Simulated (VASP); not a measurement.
A run of VASP 6.6.1 is set up as follows.

Contents of INCAR:

```
  ALGO = Normal
  EDIFF = 1E-6
  ENCUT = 520
  GGA = PS
  ISIF = 2
  ISMEAR = 1
  LASPH = True
  LCHARG = False
  LREAL = False
  LWAVE = False
  NBANDS = 9
  NELM = 60
  PREC = Accurate
  SIGMA = 0.02
```

Contents of KPOINTS:

```
k-points
0
Gamma
  7 7 7
```

Contents of POSCAR:

```
S
1.0
    1.4437980999      1.4437980999      1.4437980999
   -1.4437980999      1.4437980999      1.4437980999
   -1.4437980999     -1.4437980999      1.4437980999
S
1
Direct
    0.0000000000      0.0000000000      0.0000000000
```

Potentials or basis: VASP PAW PBE potentials, release 64 (S).

The run is started by

```console
$ cat potpaw_PBE.64/S/POTCAR > POTCAR
$ mpirun -np 1 vasp_std > vasp.out
```

Task: Estimate the band gap on the k mesh.

Result: Zero (band 3 reaches 16.91 eV, above the bottom of band 4 at 7.58 eV).

Task: Predict the pressure.

Result: 30.0 GPa.

Caveat: the k points lie up to 0.44 Å⁻¹ apart; the PAW data sets were made with another functional, which shifts forces and pressure a little.
